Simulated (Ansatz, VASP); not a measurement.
## BiTe: VASP beside Ansatz

```xyz
2
Lattice="0.0000 3.1764 3.1764 3.1764 0.0000 3.1764 3.1764 3.1764 0.0000" Properties=species:S:1:pos:R:3 pbc="T T T"
Bi    0.0000    0.0000    0.0000
Te    3.1764    3.1764    3.1764
```

Alike in both runs: functional LDA; k mesh 9 × 9 × 9; occupations fermi-dirac, width 0.1 eV; no spin polarisation.

Ansatz relaxed the structure, and its values are those at the end. VASP's run is a single point on that final structure, the one shown.

|  | VASP | Ansatz |
| --- | --- | --- |
| version | VASP 6.6.1 | Ansatz 0.2.0 |
| potentials or method | VASP PAW LDA potentials, release 64 (Bi_d, Te), cutoff 520 eV | PAW plane waves |
| valence electrons in the cell | 21 | 31 |

|  | VASP | Ansatz | Ansatz less VASP |
| --- | --- | --- | --- |
| gap on the k mesh at the Fermi level (eV) | none | none | - |
| pressure (GPa) | 0.0 | 0.0 | -0.05 |

Ansatz warns that its potentials were made for another functional, while VASP's fit it. LDA's correlation is that of Perdew and Zunger in VASP and of Perdew and Wang (1992) in Ansatz. A gap of «none» marks a metal or a gap that the smearing closes. VASP's potentials hold 21 valence electrons a cell and Ansatz's 31, so a difference there can come from the potentials and not from the codes.

Neither program's run includes spin-orbit coupling.
